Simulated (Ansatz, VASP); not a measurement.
**Ni in VASP and in Ansatz**

The input INCAR:

```
SYSTEM = Ni
PREC = Accurate
ENCUT = 520
EDIFF = 1E-6
ISMEAR = -1
SIGMA = 0.05
LREAL = .FALSE.
LASPH = .TRUE.
NELM = 150
ALGO = Normal
ISIF = 2
LWAVE = .FALSE.
LCHARG = .FALSE.
MAGMOM = 0.6 0 0
LORBIT = 11
LSORBIT = .TRUE.
GGA_COMPAT = .FALSE.
LORBMOM = .TRUE.
LMAXMIX = 4
GGA = PE
NBANDS = 21
```

Contents of KPOINTS:

```
regular mesh
0
G
  15 15 15
  0 0 0
```

POSCAR

```
Ni
1.0
   -1.3568446506      1.3568446506      1.4390640888
    1.3568446506     -1.3568446506      1.4390640888
    1.3568446506      1.3568446506     -1.4390640888
Ni
1
Direct
    0.0000000000      0.0000000000      0.0000000000
```

Input for Ansatz:

```yaml
crystal:
  lattice:
    - [-1.3568446506, 1.3568446506, 1.4390640888]
    - [1.3568446506, -1.3568446506, 1.4390640888]
    - [1.3568446506, 1.3568446506, -1.4390640888]
  atoms:
    - { symbol: Ni, position: [0.0, 0.0, 0.0], spin: 0.6, spin_axis: [1.0, 0.0, 0.0] }
magnetization:
  noncollinear: true
  spin_orbit: true
kpoints:
  mp_grid: { grid: [15, 15, 15] }
scf:
  occupations: { method: fermi_dirac, width: 0.05 }
  convergence: { dr2_threshold: 1.0e-09 }
  max_iter: 120
  lower_state_search: "off"
hamiltonian:
  xc: pbe
  pseudopotentials: { kind: paw_fr }
output:
  eigenvalues: false
  hubbard: { sites: [{ species: Ni, l: d }] }
  write_density: true
  write_potential: true
  elf: true
  volumetric_format: npy
```

Change from the starting cell: stretched by +4 % along [0.0, 0.0, 1.0] at fixed volume; spin-orbit coupling, moments along 100, PAW files.

Alike in both runs: task single point; functional PBE; k mesh 15 × 15 × 15; occupations fermi-dirac, width 0.05 eV; non-collinear spin, spin-orbit coupling.

```csv
,VASP,Ansatz
version,VASP 6.6.1,Ansatz 0.2.0
potentials or method,"VASP PAW PBE potentials, release 64 (Ni)","PAW with Ansatz's default frozen-core files, fully relativistic files with spin-orbit coupling"
plane-wave cutoff (eV),520,420
valence electrons in the cell,10,18
```

```tsv
	VASP	Ansatz	Ansatz less VASP
net moment per atom (μB)	0.53	0.55	+0.020
```

VASP's potentials hold 10 valence electrons a cell and Ansatz's 18, so a difference there can come from the potentials and not from the codes.
